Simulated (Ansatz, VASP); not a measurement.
**W: VASP beside Ansatz**

```
W
1.0
     0.00000    2.00454    2.00454
     2.00454    0.00000    2.00454
     2.00454    2.00454    0.00000
W
1
Direct
  0.00000 0.00000 0.00000
```

Alike in both runs: task single point; functional PBEsol; k mesh 8 × 8 × 8; occupations gaussian, width 0.1 eV; no spin polarisation.

```csv
,VASP,Ansatz
version,VASP 6.6.1,Ansatz 0.2.0
potentials or method,"VASP PAW PBE potentials, release 64 (W_sv), cutoff 500 eV","scalar-relativistic, plane waves, PAW"
valence electrons in the cell,14,14
```

```tsv
	VASP	Ansatz	Ansatz less VASP
gap on the k mesh at the Fermi level (eV)	none	none	-
pressure (GPa)	-1.3	-1.9	-0.62
```

VASP's potentials were made for PBE, not for PBEsol. A gap of «none» marks a metal or a gap that the smearing closes. The functional is the same, so the differences come from potentials, cutoffs and numerics.

Spin-orbit coupling is off throughout.
